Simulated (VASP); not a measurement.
ZnS3, 8 atoms in the cell. The structure is tetragonal, space group P-42_1m (No. 113). Conventional cell: a = 5.976 Å, b = 5.976 Å, c = 3.624 Å, α = 90.00°, β = 90.00°, γ = 90.00°. Zn (site symmetry -4) has 12 S at 2.79 to 3.08 Å and 2 Zn at 3.62 Å within 3.7 Å. S (site symmetry m) has 1 S at 1.78 Å within 2.4 Å. S (site symmetry 2mm) has 2 S at 1.78 Å within 2.4 Å. 

* Program: VASP 6.6.1
* Task: relaxation of cell and atoms
* Functional: PBE
* Potentials or basis: VASP PAW PBE potentials, release 64 (Zn, S)
* Cutoff: 600 eV
* k mesh: 4 × 4 × 6
* Occupations: gaussian, width 0.1 eV
* Spin: no spin polarisation
* Dipole correction: no
* Further INCAR settings: ALGO = Normal; EDIFF = 1e-07; IBRION = 2; EDIFFG = -0.05; NSW = 100; ISIF = 3

Potentials or basis: VASP PAW PBE potentials, release 64 (Zn, S).

Run with:

```console
$ cat potpaw_PBE.64/Zn/POTCAR potpaw_PBE.64/S/POTCAR > POTCAR
$ mpirun -np 1 vasp_std > vasp.out
```

Hardware: 1 thread of Intel Xeon 8259CL, with other jobs on the host.

Q: How long does it take, and how much memory?

A: Run time: 28 min on 1 thread of Intel Xeon 8259CL (shared host), peak memory 0.33 GiB. Counts: scf iterations 131, k points 24, ion steps 13.
